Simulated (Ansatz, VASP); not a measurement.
**CdS: VASP beside Ansatz**

```
Cd S
1.0
     0.00000    3.03508    3.03508
     3.03508    0.00000    3.03508
     3.03508    3.03508    0.00000
Cd S
1 1
Direct
  0.00000 0.00000 0.00000
  0.75000 0.75000 0.75000
```

Alike in both runs: task single point; functional RPBE; k mesh 8 × 8 × 8; occupations fermi-dirac, width 0.15 eV; no spin polarisation.

|  | VASP | Ansatz |
| --- | --- | --- |
| version | VASP 6.6.1 | Ansatz 0.2.0 |
| potentials or method | VASP PAW PBE potentials, release 64 (Cd, S) | Ansatz PAW |
| plane-wave cutoff (eV) | 520 | 420 |
| valence electrons in the cell | 18 | 26 |

Ansatz gave:

| Quantity | Value |
| --- | --- |
| gap on the k mesh at the Fermi level (eV) | 1.06 |
| least direct gap on the mesh (eV) | 1.06 |
| pressure (GPa) | -1.4 |

Question: Estimate VASP's values.

Answer: gap on the k mesh at the Fermi level (eV): 1.06; least direct gap on the mesh (eV): 1.06; pressure (GPa): -1.2.

VASP's potentials were made for PBE, not for RPBE. VASP's potentials hold 18 valence electrons a cell and Ansatz's 26, so a difference there can come from the potentials and not from the codes.
